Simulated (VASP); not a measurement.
# C (P6_3/mmc) in VASP: a series of runs

The runs below take C through relaxation of shape and atoms at fixed volume, with PBE.

Everything below comes from runs of VASP 6.6.1. Logs are shortened: lines on timing, memory, paths and dates and some standing lists are left out, and cuts for length are marked.

## 1. The cell of the first run

It takes space group P6_3/mmc (No. 194, hexagonal). The conventional cell has a = 2.479 Å, b = 2.479 Å, c = 8.992 Å, α = 90.00°, β = 90.00°, γ = 120.00°. C (site symmetry -6m2) has 3 C at 1.43 Å within 1.9 Å. Within 1.9 Å of C (site symmetry -6m2) lie 3 C at 1.43 Å.

## 2. Relaxation of shape and atoms at fixed volume, PBE, non-collinear spin, zero start, spin-orbit coupling (11.96 Å³/atom)

File INCAR:

```
SYSTEM = C
  ALGO = Normal
  EDIFF = 1E-7
  EDIFFG = -0.01
  ENCUT = 600
  GGA = PE
  GGA_COMPAT = .False.
  IBRION = 2
  ISIF = 4
  ISMEAR = 0
  LASPH = .True.
  LCHARG = .False.
  LNONCOLLINEAR = .True.
  LORBIT = 11
  LORBMOM = .True.
  LREAL = .False.
  LSORBIT = .True.
  LWAVE = .False.
  MAGMOM = 0 0 0 0 0 0 0 0 0 0 0 0
  NELM = 200
  NELMIN = 4
  NSW = 60
  PREC = Accurate
  SIGMA = 0.05
```

File KPOINTS:

```
k-points
0
Gamma
  10 10 4
  0 0 0
```

File POSCAR:

```
C
1.0
    2.4790100243      0.0000000000      0.0000000000
   -1.2395050121      2.1468856572      0.0000000000
    0.0000000000      0.0000000000      8.9922605731
C
4
Direct
    0.0000000000      0.0000000000      0.2500000000
    0.0000000000      0.0000000000      0.7500000000
    0.3333333333      0.6666666667      0.2500000000
    0.6666666667      0.3333333333      0.7500000000
```

Potentials or basis: VASP PAW PBE potentials, release 64 (C).

Run with:

```
> cat potpaw_PBE.64/C/POTCAR > POTCAR
> mpirun -np 1 vasp_ncl > vasp.out
```

OUTCAR:

```text
SYSTEM = C
   EDIFF = 1E-7
   EDIFFG = -0.01
   ENCUT = 600
   GGA = PE
   IBRION = 2
   ISIF = 4
   ISMEAR = 0
   LASPH = .True.
   LNONCOLLINEAR = .True.
   LORBIT = 11
   LREAL = .False.
   LSORBIT = .True.
   NELM = 200
   NELMIN = 4
   NSW = 60
   PREC = Accurate

 ion  position               nearest neighbor table
   1  0.000  0.000  0.250-   3 1.43   3 1.43   3 1.43
   2  0.000  0.000  0.750-   4 1.43   4 1.43   4 1.43
   3  0.333  0.667  0.250-   1 1.43   1 1.43   1 1.43
   4  0.667  0.333  0.750-   2 1.43   2 1.43   2 1.43

  LATTYP: Found a hexagonal cell.
 ALAT       =     2.4790100243
 C/A-ratio  =     3.6273595044

  Lattice vectors:

 A1 = (   2.4790100243,   0.0000000000,   0.0000000000)
 A2 = (  -1.2395050121,   2.1468856572,   0.0000000000)
 A3 = (   0.0000000000,   0.0000000000,   8.9922605731)

Analysis of symmetry for initial positions (statically):
=====================================================================
 Subroutine PRICEL returns:
 Original cell was already a primitive cell.

 Routine SETGRP: Setting up the symmetry group for a
 hexagonal supercell.

 Subroutine GETGRP returns: Found 24 space group operations
 (whereof 12 operations were pure point group operations)
 out of a pool of 24 trial point group operations.

The static configuration has the point symmetry D_3d.
 The point group associated with its full space group is D_6h.

Analysis of symmetry for dynamics (positions and initial velocities):
=====================================================================
 Subroutine PRICEL returns:
 Original cell was already a primitive cell.

 Routine SETGRP: Setting up the symmetry group for a
 hexagonal supercell.

 Subroutine GETGRP returns: Found 24 space group operations
 (whereof 12 operations were pure point group operations)
 out of a pool of 24 trial point group operations.

The dynamic configuration has the point symmetry D_3d.
 The point group associated with its full space group is D_6h.

Analysis of structural, dynamic, and magnetic symmetry:
=====================================================================
 Subroutine PRICEL returns:
 Original cell was already a primitive cell.

 Routine SETGRP: Setting up the symmetry group for a
 hexagonal supercell.

 Subroutine GETGRP returns: Found 24 space group operations
 (whereof 12 operations were pure point group operations)
 out of a pool of 24 trial point group operations.

The overall configuration has the point symmetry D_3d.
 The point group associated with its full space group is D_6h.

 Subroutine INISYM returns: Found 24 space group operations
 (whereof 12 operations are pure point group operations),
 and found     1 'primitive' translations

----------------------------------------------------------------------------------------

                                     Primitive cell

  volume of cell :      47.8582

  direct lattice vectors                    reciprocal lattice vectors
     2.479010024  0.000000000  0.000000000     0.403386832  0.232895496  0.000000000
    -1.239505012  2.146885657  0.000000000     0.000000000  0.465790992  0.000000000
     0.000000000  0.000000000  8.992260573     0.000000000  0.000000000  0.111206742

  length of vectors
     2.479010024  2.479010024  8.992260573     0.465790992  0.465790992  0.111206742

  position of ions in fractional coordinates (direct lattice)
     0.000000000  0.000000000  0.250000000
     0.000000000  0.000000000  0.750000000
     0.333333333  0.666666667  0.250000000
     0.666666667  0.333333333  0.750000000

  ion indices of the primitive-cell ions
   primitive index   ion index
                 1           1
                 2           2
                 3           3
                 4           4

----------------------------------------------------------------------------------------

 KPOINTS: k-points

Automatic generation of k-mesh.
 Grid dimensions read from file:
 generate k-points for:   10   10    4

 Generating k-lattice:

  Cartesian coordinates                     Fractional coordinates (reciprocal lattice)
     0.040338683  0.023289550  0.000000000     0.100000000 -0.000000000  0.000000000
     0.000000000  0.046579099  0.000000000     0.000000000  0.100000000  0.000000000
     0.000000000  0.000000000  0.027801685     0.000000000  0.000000000  0.250000000

  Length of vectors
     0.046579099  0.046579099  0.027801685

  Shift w.r.t. Gamma in fractional coordinates (k-lattice)
     0.000000000  0.000000000  0.000000000

 Subroutine IBZKPT returns following result:
 ===========================================

 Found     42 irreducible k-points:

 Following reciprocal coordinates:
            Coordinates               Weight
  0.000000  0.000000  0.000000      1.000000
  0.100000 -0.000000  0.000000      6.000000
[... 64 lines left out ...]
  Thomas-Fermi vector in A             =   2.272926
   LORBIT       =     11    0 simple, 1 ext, 2 COOP (PROOUT), +10 PAW based schemes
   GGA     = PE    functional components
   LHFCALC =     F    Hartree Fock is set to
   AEXX    =    0.0000 exact exchange contribution
   IVDW    =     0    specifies the selected vdW correction
   LEPSILON=     F    determine dielectric tensor
   LRPA    =     F    only Hartree local field effects (RPA)
 conjugate gradient relaxation of ions
 Gauss-broadening in eV      SIGMA  =   0.05
  energy-cutoff  :      600.00
  volume of cell :       47.86
 maximum number of plane-waves:      3272
 NGX is ok and might be reduce to    20
   NGX =  9   NGY =  9   NGZ = 35

--------------------------------------- Ionic step        1  -------------------------------------------

 number of electron      16.0000002 magnetization       0.0000000      0.0000000      0.0000000

 number of electron      16.0000001 magnetization       0.0000000      0.0000000     -0.0000000

 number of electron      16.0000001 magnetization       0.0000000     -0.0000000     -0.0000000

 Free energy of the ion-electron system (eV)
  ---------------------------------------------------
  ext. energy  EPLUGINS =         0.00000000
  ---------------------------------------------------
  free energy    TOTEN  =       -36.92028802 eV

  energy without entropy =      -36.92028802  energy(sigma->0) =      -36.92028802

------------------------ aborting loop because EDIFF is reached ----------------------------------------

  FORCE on cell =-STRESS in cart. coord.  units (eV):
  Direction    XX          YY          ZZ          XY          YZ          ZX
  --------------------------------------------------------------------------------------
  -------------------------------------------------------------------------------------
  Total       -1.3406185     -1.3406185     -0.0805693     -0.0000000     -0.0000000      0.0000000
  in kB      -44.8807107    -44.8807107     -2.6972685     -0.0000000     -0.0000000      0.0000000
  external PRESSURE =     -30.8195633 kB  Pullay stress =       0.0000000 kB
[... 73 lines left out ...]
 number of electron      16.0000001 magnetization       0.0000000      0.0000000      0.0000000

 number of electron      16.0000001 magnetization       0.0000000     -0.0000000     -0.0000000

 Free energy of the ion-electron system (eV)
  ---------------------------------------------------
  ext. energy  EPLUGINS =         0.00000000
  ---------------------------------------------------
  free energy    TOTEN  =       -36.92621342 eV

  energy without entropy =      -36.92621342  energy(sigma->0) =      -36.92621342

 E-fermi :   1.6996     XC(G=0):  -8.3375

 val. band max:        1.4077790389   @ k =   0.3000   0.3000   0.0000
 cond. band min:       3.3319980059   @ k =   0.3000   0.3000   0.0000
 fundamental gap:      1.9242189671
 Fermi energy:         1.6996059609

 k-point     1 :       0.0000    0.0000    0.0000
  band No.  band energies     occupation
      1     -17.1561      1.00000
      2     -17.1561      1.00000
      3     -17.1373      1.00000
      4     -17.1373      1.00000
      5      -5.3979      1.00000
      6      -5.3979      1.00000
[... 637 lines left out ...]
     23      10.7651      0.00000
     24      10.7651      0.00000

 [... further k-points ...]

------------------------ aborting loop because EDIFF is reached ----------------------------------------

  FORCE on cell =-STRESS in cart. coord.  units (eV):
  Direction    XX          YY          ZZ          XY          YZ          ZX
  --------------------------------------------------------------------------------------
  -------------------------------------------------------------------------------------
  Total       -0.0814946     -0.0814946     -0.0825840     -0.0000000      0.0000000     -0.0000000
  in kB       -2.7282443     -2.7282443     -2.7647156     -0.0000000      0.0000000     -0.0000000
  external PRESSURE =      -2.7404014 kB  Pullay stress =       0.0000000 kB
[... 19 lines left out ...]
  FREE ENERGIE OF THE ION-ELECTRON SYSTEM (eV)
  ---------------------------------------------------
  free  energy   TOTEN  =       -36.9262134199 eV

  energy  without entropy=      -36.9262134199  energy(sigma->0) =      -36.92621342

 reached required accuracy - stopping structural energy minimisation

 orbital moment (x)

 # of ion     p       tot
 --------------------------------
  1        -0.000  -0.000
  2         0.000   0.000
  3        -0.000  -0.000
  4        -0.000  -0.000
 --------------------------------
           -0.000  -0.000

 orbital moment (y)

 # of ion     p       tot
 --------------------------------
  1        -0.000  -0.000
  2        -0.000  -0.000
  3         0.000   0.000
  4         0.000   0.000
 --------------------------------
            0.000   0.000

 orbital moment (z)

 # of ion     p       tot
 --------------------------------
  1         0.000   0.000
  2         0.000   0.000
  3         0.000   0.000
  4         0.000   0.000
 --------------------------------
            0.000   0.000

 Spin-Orbit-Coupling matrix elements

 Ion:    1  E_soc:     -0.0000147
 l=   1
     0.0000000    -0.0000026    -0.0000022
    -0.0000026     0.0000000    -0.0000026
    -0.0000022    -0.0000026     0.0000000
 l=   2
     0.0000000     0.0000000     0.0000000     0.0000000     0.0000000
     0.0000000     0.0000000     0.0000000     0.0000000     0.0000000
     0.0000000     0.0000000     0.0000000     0.0000000     0.0000000
     0.0000000     0.0000000     0.0000000     0.0000000     0.0000000
     0.0000000     0.0000000     0.0000000     0.0000000     0.0000000
 l=   3
     0.0000000     0.0000000     0.0000000     0.0000000     0.0000000     0.0000000     0.0000000
     0.0000000     0.0000000     0.0000000     0.0000000     0.0000000     0.0000000     0.0000000
     0.0000000     0.0000000     0.0000000     0.0000000     0.0000000     0.0000000     0.0000000
     0.0000000     0.0000000     0.0000000     0.0000000     0.0000000     0.0000000     0.0000000
[... 49 lines left out ...]
 l=   2
     0.0000000     0.0000000     0.0000000     0.0000000     0.0000000
     0.0000000     0.0000000     0.0000000     0.0000000     0.0000000
     0.0000000     0.0000000     0.0000000     0.0000000     0.0000000
     0.0000000     0.0000000     0.0000000     0.0000000     0.0000000
     0.0000000     0.0000000     0.0000000     0.0000000     0.0000000
 l=   3
     0.0000000     0.0000000     0.0000000     0.0000000     0.0000000     0.0000000     0.0000000
     0.0000000     0.0000000     0.0000000     0.0000000     0.0000000     0.0000000     0.0000000
     0.0000000     0.0000000     0.0000000     0.0000000     0.0000000     0.0000000     0.0000000
     0.0000000     0.0000000     0.0000000     0.0000000     0.0000000     0.0000000     0.0000000
     0.0000000     0.0000000     0.0000000     0.0000000     0.0000000     0.0000000     0.0000000
     0.0000000     0.0000000     0.0000000     0.0000000     0.0000000     0.0000000     0.0000000
     0.0000000     0.0000000     0.0000000     0.0000000     0.0000000     0.0000000     0.0000000

 total charge

# of ion       s       p       d       tot
------------------------------------------
    1        0.861   1.786   0.000   2.646
    2        0.861   1.786   0.000   2.646
    3        0.861   1.786   0.000   2.646
    4        0.861   1.786   0.000   2.646
--------------------------------------------------
tot          3.443   7.143   0.000  10.586

 magnetization (x)

# of ion       s       p       d       tot
------------------------------------------
    1        0.000   0.000   0.000   0.000
    2        0.000   0.000   0.000   0.000
    3        0.000   0.000   0.000   0.000
    4        0.000   0.000   0.000   0.000
--------------------------------------------------
tot          0.000   0.000   0.000   0.000

 magnetization (y)

# of ion       s       p       d       tot
------------------------------------------
    1        0.000  -0.000   0.000   0.000
    2        0.000   0.000   0.000   0.000
    3        0.000   0.000   0.000   0.000
    4       -0.000   0.000   0.000  -0.000
--------------------------------------------------
tot          0.000   0.000   0.000   0.000

 magnetization (z)

# of ion       s       p       d       tot
------------------------------------------
    1        0.000   0.000   0.000   0.000
    2        0.000   0.000   0.000   0.000
    3        0.000   0.000   0.000   0.000
    4        0.000   0.000   0.000   0.000
--------------------------------------------------
tot          0.000   0.000   0.000   0.000
```

It took 7.2 min on 1 thread of Intel Xeon 8259CL, shared host; peak memory 0.31 GiB.

Results:

```
Free energy                                           : -36.9262 eV
Energy gained by relaxing                             : 1.5 meV/atom
Ionic steps                                           : 3
Pressure after relaxing                               : -0.3 GPa
Net moment                                            : 0.00 μB per cell
Valence electrons inside the program's atomic spheres : C 2.65
```

The path:
| step | energy change (eV) | largest force (eV/Å) | pressure (GPa) | volume (Å³) |
| --- | --- | --- | --- | --- |
| 1 | 0.0000 | 0.0000 | -3.08 | 47.86 |
| 2 | -0.0059 | 0.0000 | -0.04 | 47.86 |
| 3 | -0.0059 | 0.0000 | -0.27 | 47.86 |

Final structure:
```
CELL_PARAMETERS angstrom
2.46745 0.00000 0.00000
-1.23372 2.13687 0.00000
0.00000 0.00000 9.07673
ATOMIC_POSITIONS crystal
C 0.00000 0.00000 0.25000
C 0.00000 0.00000 0.75000
C 0.33333 0.66667 0.25000
C 0.66667 0.33333 0.75000
```

Moments on the atoms (μB; x, y, z):
```
C   0.00 0.00 0.00
C   0.00 0.00 0.00
C   0.00 0.00 0.00
C   0.00 0.00 0.00
```

Caveat: this functional lacks dispersion, which binds the layers, so the pressure and a relaxed spacing across them are unreliable.

(Part 1 of 2 ends here.)
